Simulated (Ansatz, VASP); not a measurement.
BeZn2S2O: VASP beside Ansatz

```xyz
6
Lattice="4.3470 0.0000 0.0000 0.0000 4.3470 0.0000 0.0000 0.0000 7.4693" Properties=species:S:1:pos:R:3 pbc="T T T"
Be    0.0000    0.0000    0.0000
Zn    0.0000    2.1735    0.0000
Zn    2.1735    0.0000    0.0000
S     0.0000    0.0000    5.6504
S     0.0000    0.0000    1.8189
O     2.1735    2.1735    0.0000
```

Alike in both runs: functional PBE; k mesh 4 × 4 × 4; occupations gaussian, width 0.1 eV; no spin polarisation.

Ansatz relaxed the structure, and its values are those at the end. VASP's run is a single point on that final structure, the one shown.

|  | VASP | Ansatz |
| --- | --- | --- |
| version | VASP 6.6.1 | Ansatz 0.2.0 |
| potentials or method | VASP PAW PBE potentials, release 64 (Be, Zn, S, O), cutoff 520 eV | scalar-relativistic, plane waves, PAW |
| valence electrons in the cell | 44 | 44 |

|  | VASP | Ansatz | Ansatz less VASP |
| --- | --- | --- | --- |
| gap on the k mesh at the Fermi level (eV) | 1.46 | 1.45 | -0.010 |
| least direct gap on the mesh (eV) | 1.75 | 1.73 | -0.020 |
| pressure (GPa) | 0.1 | 0.0 | -0.05 |
| rms of the force components (eV/Å) | 0.006 | 0.000 | -0.0063 |
